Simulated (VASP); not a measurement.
Runs of VASP 6.6.1 on CoO. The structure is that of space group P-6m2 (No. 187), or close to it. The cells are those of the table. 

```csv
potentials or basis,cell,k mesh,cutoff (eV),smearing,gap on the mesh (eV),pressure (GPa),moment (μB)
"VASP PAW PBE potentials, release 64 (Co_sv, O_h)","a = 2.798, b = 2.798, c = 2.731 Å, angles 90.0, 90.0, 120.0°, 2 atoms",11 × 11 × 10,1340,fermi-dirac 0.05 eV,none,(a),3.00
"VASP PAW PBE potentials, release 64 (Co_sv, O_h)","a = 2.875, b = 2.875, c = 2.806 Å, angles 90.0, 90.0, 120.0°, 2 atoms",11 × 11 × 10,1340,fermi-dirac 0.05 eV,none,-11.6,3.00
"VASP PAW PBE potentials, release 64 (Co_sv, O)","a = 2.856, b = 2.856, c = 2.788 Å, angles 90.0, 90.0, 120.0°, 2 atoms",8 × 8 × 7,700,gaussian 0.05 eV,none,-8.9,3.00
"VASP PAW PBE potentials, release 64 (Co_sv, O_h)","a = 2.856, b = 2.856, c = 2.788 Å, angles 90.0, 90.0, 120.0°, 2 atoms",11 × 11 × 10,1340,fermi-dirac 0.05 eV,none,-8.6,3.00
```

Alike in all rows: task single point; level PBE; spin collinear, ferromagnetic start.

Fill in the values left out.

(a) 2.5.

Caveats: a cell with one magnetic atom can't hold antiferromagnetic order, which such compounds often take; semilocal functionals often make such compounds metallic where correlation or magnetic order opens a gap, which also shifts bond lengths; the stress differs along the axes, from -15 to -10 GPa (at least some runs); the stress differs along the axes, from -12 to -7 GPa (at least some runs); the cell stands under tension (at least some runs).

A gap of «none» marks levels without a gap at the run's occupations.
